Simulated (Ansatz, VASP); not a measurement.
**One calculation of Mo, two programs**

```
Mo
1.0
     2.67967    0.00000    0.00000
    -1.33983    2.32066    0.00000
     0.00000    0.00000    2.50302
Mo
1
Cartesian
  0.0000 0.0000 1.2515
```

Alike in both runs: task single point; functional r2SCAN; k mesh 12 × 12 × 11; occupations fermi-dirac, width 0.1 eV; no spin polarisation.

```csv
,VASP,Ansatz
version,VASP 6.6.1,Ansatz 0.2.0
potentials or method,"VASP PAW PBE potentials, release 64 (Mo_sv), cutoff 520 eV","plane waves, PAW"
valence electrons in the cell,14,14
```

|  | VASP | Ansatz | Ansatz less VASP |
| --- | --- | --- | --- |
| pressure (GPa) | 16.3 | 14.9 | -1.39 |
| traceless stress, the component that is largest in VASP (GPa) | -7.28 | -7.51 | -0.225 |

VASP's potentials were made for PBE, not for r2SCAN.
